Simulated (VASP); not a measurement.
Wanted: the native input for a VASP 6.6.1 run.

- Task: single point
- Functional: PBE
- Dispersion: D3(BJ)
- Potentials or basis: VASP PAW PBE potentials, release 64 (Fe)
- Cutoff: 520 eV
- k mesh: 13 × 13 × 13
- Occupations: fermi-dirac, width 0.05 eV
- Spin: collinear spin, ferromagnetic start
- Starting moments: [3.0] μB
- Dipole correction: no
- Further INCAR settings: ALGO = Normal; EDIFF = 1e-07; NBANDS = 14

The structure of Fe lies in POSCAR:

```
Fe
1.0
   -1.4014972475      1.4014972475      1.4014972475
    1.4014972475     -1.4014972475      1.4014972475
    1.4014972475      1.4014972475     -1.4014972475
Fe
1
Direct
    0.0000000000      0.0000000000      0.0000000000
```

These files were run (other wordings do the same):

INCAR

```
SYSTEM = Fe
ALGO = Normal ; EDIFF = 1E-7
ENCUT = 520 ; GGA = PE
ISIF = 2 ; ISMEAR = -1
ISPIN = 2 ; IVDW = 12
LASPH = .True. ; LCHARG = .False.
LMAXMIX = 4 ; LORBIT = 11
LREAL = .False. ; LWAVE = .False.
MAGMOM = 3 ; NBANDS = 14
NELM = 150 ; PREC = Accurate
SIGMA = 0.05
```

KPOINTS

```
k-points
0
Gamma
  13 13 13
  0 0 0
```

Potentials or basis: VASP PAW PBE potentials, release 64 (Fe).

The run is started by

```console
$ cat potpaw_PBE.64/Fe/POTCAR > POTCAR
$ mpirun -np 1 vasp_std > vasp.out
```

Results of the run:

```json
{"Pressure": "-0.2 GPa", "Net moment": "2.09 μB per cell", "Site moments": "Fe +2.09 μB", "Valence electrons inside the program's atomic spheres": "Fe 7.33", "Dispersion energy per atom": "-0.369 eV"}
```

Caveat: pairwise dispersion overbinds metals, which lowers pressure and volume.

Run time: 52 s on 1 thread of Intel(R) Xeon(R) Platinum 8259CL CPU @ 2.50GHz (Skylake/Cascade Lake), on a shared host, peak memory 0.14 GiB.
